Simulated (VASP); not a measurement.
WC, 2 atoms in the cell. It takes space group P-6m2 (No. 187, hexagonal). Conventional cell: a = 2.901 Å, b = 2.901 Å, c = 2.829 Å, α = 90.00°, β = 90.00°, γ = 120.00°. W (site symmetry -6m2) has 6 C at 2.19 Å and 2 W at 2.83 Å within 2.9 Å. C (site symmetry -6m2) has 6 W at 2.19 Å and 2 C at 2.83 Å within 2.9 Å. 

* Program: VASP 6.6.1
* Task: relaxation of shape and atoms at fixed volume
* Functional: PBE
* Potentials or basis: VASP PAW PBE potentials, release 64 (W_sv, C)
* Cutoff: 600 eV
* k mesh: 10 × 10 × 8
* Occupations: gaussian, width 0.05 eV
* Spin: no spin polarisation
* Dipole correction: no
* Further INCAR settings: ALGO = Normal; EDIFF = 1e-07; IBRION = 2; EDIFFG = -0.015; NSW = 60; ISIF = 4

Potentials or basis: VASP PAW PBE potentials, release 64 (W_sv, C).

Run with:

```bash
$ cat potpaw_PBE.64/W_sv/POTCAR potpaw_PBE.64/C/POTCAR > POTCAR
$ mpirun -np 1 vasp_std > vasp.out
```

Hardware: 1 thread of Intel Xeon 8259CL, on a shared host.

Q: Estimate the wall time of this run.

A: Wall time 16 s on 1 thread of Intel Xeon 8259CL (shared host), peak memory 0.15 GiB. Counts: scf iterations 13, k points 70, ion steps 1.
